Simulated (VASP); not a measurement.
# Zn in VASP: single point with PBE

Aim: the single point of Zn with PBE.

Everything below comes from runs of VASP 6.6.1. Logs are shortened: lines on timing, memory, paths and dates and some standing lists are left out, and cuts for length are marked.

### Step 1. The cell of the first run

The cell holds a slab with vacuum, 6 atoms: a = 2.636 Å, b = 2.636 Å, c = 28.731 Å, α = 90.00°, β = 90.00°, γ = 120.00°.

### Step 2. Single point, PBE

POSCAR

```
Zn
1.0
    2.6356265364      0.0000000000      0.0000000000
   -1.3178132682      2.2825195354      0.0000000000
    0.0000000000      0.0000000000     28.7313000000
Zn
6
Direct
    0.8333333330      0.1666666670      0.2784412306
    0.1666666670      0.8333333330      0.3670647384
    0.8333333330      0.1666666670      0.4556882461
    0.1666666670      0.8333333330      0.5443117539
    0.8333333330      0.1666666670      0.6329352616
    0.1666666670      0.8333333330      0.7215587694
```

INCAR.step1

```
SYSTEM = Zn
PREC = Accurate
ENCUT = 520
EDIFF = 1E-6
ISMEAR = -1
SIGMA = 0.08
LREAL = .FALSE.
LASPH = .TRUE.
NELM = 80
ALGO = Normal
ISIF = 2
LWAVE = .FALSE.
LCHARG = .TRUE.
LDIPOL = .TRUE.
IDIPOL = 3
DIPOL = 0.5 0.5 0.500
GGA = PE
NBANDS = 45
```

KPOINTS.step1

```
regular mesh
0
G
  16 16 1
  0 0 0
```

INCAR.step2

```
SYSTEM = Zn
PREC = Accurate
ENCUT = 520
EDIFF = 1E-6
ISMEAR = -5
SIGMA = 0.08
LREAL = .FALSE.
LASPH = .TRUE.
NELM = 80
ALGO = Normal
ISIF = 2
LWAVE = .FALSE.
LCHARG = .FALSE.
LDIPOL = .TRUE.
IDIPOL = 3
DIPOL = 0.5 0.5 0.500
GGA = PE
LORBIT = 11
NEDOS = 2001
ICHARG = 11
```

KPOINTS.step2

```
regular mesh
0
G
  24 24 1
  0 0 0
```

Potentials or basis: VASP PAW PBE potentials, release 64 (Zn).

Started as:

```sh
$ cat potpaw_PBE.64/Zn/POTCAR > POTCAR
$ cp INCAR.step1 INCAR
$ cp KPOINTS.step1 KPOINTS
$ mpirun -np 1 vasp_std > vasp.out
$ cp INCAR.step2 INCAR
$ cp KPOINTS.step2 KPOINTS
$ mpirun -np 1 vasp_std > vasp.out
```

OUTCAR:

```text
SYSTEM = Zn
   PREC = Accurate
   ENCUT = 520
   EDIFF = 1E-6
   ISMEAR = -5
   LREAL = .FALSE.
   LASPH = .TRUE.
   NELM = 80
   ISIF = 2
   GGA = PE
   LORBIT = 11
   ICHARG = 11

 ion  position               nearest neighbor table
   1  0.833  0.167  0.278-   2 2.97   2 2.97   2 2.97
   2  0.167  0.833  0.367-   3 2.97   3 2.97   3 2.97   1 2.97   1 2.97   1 2.97
   3  0.833  0.167  0.456-   2 2.97   2 2.97   2 2.97   4 2.97   4 2.97   4 2.97
   4  0.167  0.833  0.544-   5 2.97   5 2.97   5 2.97   3 2.97   3 2.97   3 2.97
   5  0.833  0.167  0.633-   4 2.97   4 2.97   4 2.97   6 2.97   6 2.97   6 2.97
   6  0.167  0.833  0.722-   5 2.97   5 2.97   5 2.97

  LATTYP: Found a hexagonal cell.
 ALAT       =     2.6356265364
 C/A-ratio  =    10.9011271526

  Lattice vectors:

 A1 = (   2.6356265364,   0.0000000000,   0.0000000000)
 A2 = (  -1.3178132682,   2.2825195354,   0.0000000000)
 A3 = (   0.0000000000,   0.0000000000,  28.7313000000)

Analysis of symmetry for initial positions (statically):
=====================================================================
 Subroutine PRICEL returns:
 Original cell was already a primitive cell.

 Routine SETGRP: Setting up the symmetry group for a
 hexagonal supercell.

 Subroutine GETGRP returns: Found 12 space group operations
 (whereof  4 operations were pure point group operations)
 out of a pool of 24 trial point group operations.

The static configuration has the point symmetry C_2h.
 The point group associated with its full space group is D_3d.

Analysis of symmetry for dynamics (positions and initial velocities):
=====================================================================
 Subroutine PRICEL returns:
 Original cell was already a primitive cell.

 Routine SETGRP: Setting up the symmetry group for a
 hexagonal supercell.

 Subroutine GETGRP returns: Found 12 space group operations
 (whereof  4 operations were pure point group operations)
 out of a pool of 24 trial point group operations.

The dynamic configuration has the point symmetry C_2h.
 The point group associated with its full space group is D_3d.

 Subroutine INISYM returns: Found 12 space group operations
 (whereof  4 operations are pure point group operations),
 and found     1 'primitive' translations

----------------------------------------------------------------------------------------

                                     Primitive cell

  volume of cell :     172.8437

  direct lattice vectors                    reciprocal lattice vectors
     2.635626536  0.000000000  0.000000000     0.379416426  0.219056176  0.000000000
    -1.317813268  2.282519535  0.000000000     0.000000000  0.438112351  0.000000000
     0.000000000  0.000000000 28.731300000     0.000000000  0.000000000  0.034805247

  length of vectors
     2.635626536  2.635626536 28.731300000     0.438112351  0.438112351  0.034805247

  position of ions in fractional coordinates (direct lattice)
     0.833333333  0.166666667  0.278441231
     0.166666667  0.833333333  0.367064738
     0.833333333  0.166666667  0.455688246
     0.166666667  0.833333333  0.544311754
     0.833333333  0.166666667  0.632935262
     0.166666667  0.833333333  0.721558769

  ion indices of the primitive-cell ions
   primitive index   ion index
                 1           1
                 2           2
                 3           3
                 4           4
                 5           5
                 6           6

----------------------------------------------------------------------------------------

 KPOINTS: regular mesh

Automatic generation of k-mesh.
 Grid dimensions read from file:
 generate k-points for:   24   24    1

 Generating k-lattice:

  Cartesian coordinates                     Fractional coordinates (reciprocal lattice)
     0.015809018  0.009127341  0.000000000     0.041666667  0.000000000  0.000000000
     0.000000000  0.018254681  0.000000000     0.000000000  0.041666667  0.000000000
     0.000000000  0.000000000  0.034805247     0.000000000  0.000000000  1.000000000

  Length of vectors
     0.018254681  0.018254681  0.034805247

  Shift w.r.t. Gamma in fractional coordinates (k-lattice)
     0.000000000  0.000000000  0.000000000

 TETIRR: Found    298 inequivalent tetrahedra from     3456

 Subroutine IBZKPT returns following result:
 ===========================================

 Found     61 irreducible k-points:

 Following reciprocal coordinates:
            Coordinates               Weight
  0.000000  0.000000  0.000000      1.000000
  0.041667  0.000000  0.000000      6.000000
  0.083333  0.000000  0.000000      6.000000
  0.125000 -0.000000  0.000000      6.000000
  0.166667 -0.000000  0.000000      6.000000
  0.208333  0.000000  0.000000      6.000000
[... 16 lines left out ...]
  0.416667  0.041667  0.000000     12.000000
  0.458333  0.041667  0.000000     12.000000
 [... further k-points ...]
   k-points           NKPTS =     61   k-points in BZ     NKDIM =     61   number of bands    NBANDS=     43
   number of dos      NEDOS =   2001   number of ions     NIONS =      6
   total plane-waves  NPLWV =  86400
   dimension x,y,z NGX =    20 NGY =   20 NGZ =  216
   dimension x,y,z NGXF=    40 NGYF=   40 NGZF=  432
   ions per type =               6
   NGX,Y,Z   is equivalent  to a cutoff of  12.62, 12.62, 12.50 a.u.
   NGXF,Y,Z  is equivalent  to a cutoff of  25.23, 25.23, 25.00 a.u.
 SYSTEM =  Zn
   PREC   = accura    normal or accurate (medium, high low for compatibility)
   ISTART =      0    job   : 0-new  1-cont  2-samecut
   ICHARG =     11    charge: 1-file 2-atom 10-const
   ISPIN  =      1    spin polarized calculation?
   LNONCOLLINEAR =      F non collinear calculations
   LSORBIT =      F    spin-orbit coupling
   LASPH  =      T    aspherical Exc in radial PAW
   ENCUT  =  520.0 eV  38.22 Ry    6.18 a.u.   4.90  4.90 53.42*2*pi/ulx,y,z
   NELM   =     80;   NELMIN=  2; NELMDL=  0     # of ELM steps
   EDIFF  = 0.1E-05   stopping-criterion for ELM
   LREAL  =      F    real-space projection
   EDIFFG = 0.1E-04   stopping-criterion for IOM
   NSW    =      0    number of steps for IOM
   IBRION =     -1    ionic relax: 0-MD 1-quasi-New 2-CG
   NFREE  =      0    steps in history (QN), initial steepest desc. (CG)
   ISIF   =      2    stress and relaxation
   ISYM   =      2    0-nonsym 1-usesym 2-fastsym
   POTIM  = 0.5000    time-step for ionic-motion
   TEBEG  =    0.0;   TEEND  =   0.0 temperature during run
   PSTRESS=    0.0 pullay stress
   NELECT =      72.0000    total number of electrons
   NUPDOWN=      -1.0000    fix difference up-down
   EMIN   =  10.00;   EMAX   =-10.00  energy-range for DOS
   EFERMI =   0.00;   METHOD = LEGACY
   ISMEAR =    -5;   SIGMA  =   0.08  broadening in eV -4-tet -1-fermi 0-gaus
   EFERMI_NEDOS =   21; number of points for ismear=-14 and -15
   IALGO  =     38    algorithm
   IMIX   =      4    mixing-type and parameters
     AMIX     =   0.40;   BMIX     =  1.00
     AMIX_MAG =   1.60;   BMIX_MAG =  1.00
  volume/ion in A,a.u.               =      28.81       194.40
  Fermi-wavevector in a.u.,A,eV,Ry     =   1.222647  2.310468 20.338885  1.494866
  Thomas-Fermi vector in A             =   2.357786
   LORBIT       =     11    0 simple, 1 ext, 2 COOP (PROOUT), +10 PAW based schemes
   GGA     = PE    functional components
   LHFCALC =     F    Hartree Fock is set to
   AEXX    =    0.0000 exact exchange contribution
   IVDW    =     0    specifies the selected vdW correction
   LEPSILON=     F    determine dielectric tensor
   LRPA    =     F    only Hartree local field effects (RPA)
 non-spin polarized calculation
 Fermi weights with tetrahedron method with Bloechl corrections
  energy-cutoff  :      520.00
  volume of cell :      172.84
 maximum number of plane-waves:      4737
 NGX is ok and might be reduce to    20

 number of electron      72.0000028 magnetization

 dipolmoment           0.000000      0.000000      0.000000 electrons x Angstroem

 Free energy of the ion-electron system (eV)
  ---------------------------------------------------
  ext. energy  EPLUGINS =         0.00000000
  ---------------------------------------------------
  free energy    TOTEN  =        -6.40932512 eV

  energy without entropy =       -6.40932512  energy(sigma->0) =       -6.40932512

 E-fermi :  -0.3454     XC(G=0):  -6.6722

 val. band max:       -0.3351302864   @ k =   0.3750   0.1250   0.0000
 cond. band min:      -0.3464277229   @ k =   0.3750   0.2083   0.0000
 fundamental gap:     -0.0112974365
 Fermi energy:        -0.3453774976

 k-point     1 :       0.0000    0.0000    0.0000
  band No.  band energies     occupation
      1     -10.4431      2.00000
      2     -10.0496      2.00000
      3      -9.5114      2.00000
      4      -9.0695      2.00000
      5      -8.8838      2.00000
      6      -8.8671      2.00000
[... 35 lines left out ...]
     42       4.2377      0.00000
     43       4.4308      0.00000

 k-point     2 :       0.0417    0.0000    0.0000
  band No.  band energies     occupation
      1     -10.3903      2.00000
      2      -9.9978      2.00000
      3      -9.4633      2.00000
      4      -9.0315      2.00000
      5      -8.8535      2.00000
      6      -8.8401      2.00000
[... 35 lines left out ...]
     42       4.2884      0.00000
     43       4.4805      0.00000

 k-point     3 :       0.0833    0.0000    0.0000
  band No.  band energies     occupation
      1     -10.2330      2.00000
      2      -9.8443      2.00000
      3      -9.3223      2.00000
      4      -8.9231      2.00000
      5      -8.7670      2.00000
      6      -8.7621      2.00000
[... 35 lines left out ...]
     42       4.4403      0.00000
     43       4.6297      0.00000

 k-point     4 :       0.1250   -0.0000    0.0000
  band No.  band energies     occupation
      1      -9.9758      2.00000
      2      -9.5955      2.00000
      3      -9.1007      2.00000
      4      -8.7640      2.00000
      5      -8.6428      2.00000
      6      -8.6385      2.00000
[... 863 lines left out ...]
     42       3.7451      0.00000
     43       4.3237      0.00000

 k-point    23 :       0.4167    0.0417    0.0000
  band No.  band energies     occupation
      1      -8.6304      2.00000
      2      -8.6125      2.00000
      3      -8.5995      2.00000
      4      -8.5794      2.00000
      5      -8.4517      2.00000
      6      -8.4442      2.00000
[... 35 lines left out ...]
     42       3.3519      0.00000
     43       3.9233      0.00000

 k-point    24 :       0.4583    0.0417    0.0000
  band No.  band energies     occupation
      1      -8.6447      2.00000
      2      -8.6277      2.00000
      3      -8.6160      2.00000
      4      -8.5947      2.00000
      5      -8.4682      2.00000
      6      -8.4597      2.00000
[... 35 lines left out ...]
     42       2.9731      0.00000
     43       3.9367      0.00000

 [... further k-points ...]

------------------------ aborting loop because EDIFF is reached ----------------------------------------

 vacuum level on the upper side and lower side of the slab       (xc-potential included)        -0.121        -0.121

  FORCE on cell =-STRESS in cart. coord.  units (eV):
  Direction    XX          YY          ZZ          XY          YZ          ZX
  --------------------------------------------------------------------------------------
  -------------------------------------------------------------------------------------
  Total       -0.7081760     -0.7081760     -0.5096082      0.0000000      0.0000000      0.0000000
  in kB       -6.5644466     -6.5644466     -4.7238201      0.0000000      0.0000000      0.0000000
  external PRESSURE =      -5.9509044 kB  Pullay stress =       0.0000000 kB

 VOLUME and BASIS-vectors are now :
 -----------------------------------------------------------------------------
  energy-cutoff  :      520.00
  volume of cell :      172.84
      direct lattice vectors                 reciprocal lattice vectors
     2.635626536  0.000000000  0.000000000     0.379416426  0.219056176  0.000000000
    -1.317813268  2.282519535  0.000000000     0.000000000  0.438112351  0.000000000
     0.000000000  0.000000000 28.731300000     0.000000000  0.000000000  0.034805247

 POSITION                                       TOTAL-FORCE (eV/Angst)
 -----------------------------------------------------------------------------------
      1.97672      0.38042      7.99998        -0.000000     -0.000000      0.011698
     -0.65891      1.90210     10.54625        -0.000000      0.000000      0.032607
      1.97672      0.38042     13.09252         0.000000     -0.000000     -0.025544
     -0.65891      1.90210     15.63878        -0.000000      0.000000      0.025544
      1.97672      0.38042     18.18505         0.000000     -0.000000     -0.032607
     -0.65891      1.90210     20.73132        -0.000000      0.000000     -0.011698
 -----------------------------------------------------------------------------------
    total drift:                                0.000001     -0.000000      0.000000

  FREE ENERGIE OF THE ION-ELECTRON SYSTEM (eV)
  ---------------------------------------------------
  free  energy   TOTEN  =        -6.4093251206 eV

  energy  without entropy=       -6.4093251206  energy(sigma->0) =       -6.40932512

 vacuum level on the upper side and lower side of the slab         3.619         3.619

 total charge

# of ion       s       p       d       tot
------------------------------------------
    1        0.609   0.413   9.715  10.737
    2        0.600   0.450   9.718  10.768
    3        0.598   0.448   9.720  10.766
    4        0.598   0.448   9.720  10.766
    5        0.600   0.450   9.718  10.768
    6        0.609   0.413   9.715  10.737
--------------------------------------------------
tot          3.615   2.623  58.306  64.544
```

Wall time 15 min (1 thread of Oxide Virtual Turin-like, shared host); peak memory 0.43 GiB.

Results:

```
Valence electrons inside the program's atomic spheres : Zn 10.74, 10.77 (each value once)
```
